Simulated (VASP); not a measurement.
B:

```
CELL_PARAMETERS angstrom
2.10059 0.00000 0.00000
-1.05030 1.81917 0.00000
0.00000 0.00000 6.86053
ATOMIC_POSITIONS crystal
B 0.00000 0.00000 0.00000
B 0.00000 0.00000 0.50000
B 0.33333 0.66667 0.25000
B 0.66667 0.33333 0.75000
```

| Item | Value |
| --- | --- |
| Program | VASP 6.6.1 |
| Task | relaxation of cell and atoms |
| Functional | PBEsol |
| Potentials or basis | VASP PAW PBE potentials, release 64 (B) |
| Cutoff | 600 eV |
| k mesh | 17 × 17 × 5 |
| Occupations | fermi-dirac, width 0.1 eV |
| Spin | no spin polarisation |

At the start: pressure -23.8 GPa; volume 6.55 Å³/atom.

Task: Where does the relaxation end?

Result: Over 35 steps the energy falls by 610.9 meV/atom and the volume is 7.68 Å³/atom (+17.1 %); space group P6_3/mmc (No. 194, to 0.05 Å).

Step by step:
```tsv
step	energy change (eV)	largest force (eV/Å)	pressure (GPa)	volume (Å³)
1	0.0000	0.0000	-23.83	26.22
2	-0.2095	0.0000	10.72	22.69
3	-0.2321	0.0000	1.01	23.45
4	-0.2566	0.0000	1.44	23.44
5	-0.3639	0.0000	2.98	23.37
6	-0.6267	0.0000	11.45	23.11
7	-0.6622	0.0000	51.44	22.07
8	-0.7737	0.0000	34.62	22.47
9	-0.7438	0.0000	42.20	22.29
10	-0.7612	0.0000	39.40	22.35
11	-0.7632	0.0000	39.54	22.36
12	-0.7680	0.0000	39.96	22.38
13	-0.7752	0.0000	40.80	22.42
14	-0.7884	0.0000	42.51	22.49
15	-0.8047	0.0000	45.51	22.62
16	-0.9095	0.0000	51.42	22.80
17	-1.0455	0.0000	78.60	22.93
18	-1.1016	0.0000	70.52	22.93
19	-1.0794	0.0000	74.80	22.93
20	-1.1243	0.0000	77.36	23.20
21	-1.1274	0.0000	78.82	23.35
22	-1.2186	0.0000	75.11	23.56
23	-1.4691	0.0000	64.51	24.22
24	-1.8728	0.0000	45.87	25.56
25	-2.3404	0.0000	16.99	28.39
26	-2.2304	0.0000	-18.32	34.58
27	-2.4428	0.0000	-0.84	30.93
28	-2.4434	0.0000	0.21	30.75
29	-2.4430	0.0000	1.21	30.59
30	-2.4431	0.0000	1.12	30.58
31	-2.4432	0.0000	0.91	30.56
32	-2.4434	0.0000	0.62	30.60
33	-2.4436	0.0000	-0.02	30.68
34	-2.4436	0.0000	-0.02	30.69
35	-2.4436	0.0000	-0.01	30.71
```

Final structure:
```xyz
4
Lattice="1.7114 0.0000 0.0000 -0.8557 1.4821 0.0000 0.0000 0.0000 12.1061" Properties=species:S:1:pos:R:3 pbc="T T T"
B     0.0000    0.0000   12.1061
B     0.0000    0.0000    6.0530
B     0.0000    0.9881    3.0265
B     0.8557    0.4940    9.0795
```

Caveat: the volume moved by over 15 % at a fixed basis, so the end points are rough; the PAW data sets were made with another functional, which shifts forces and pressure a little.
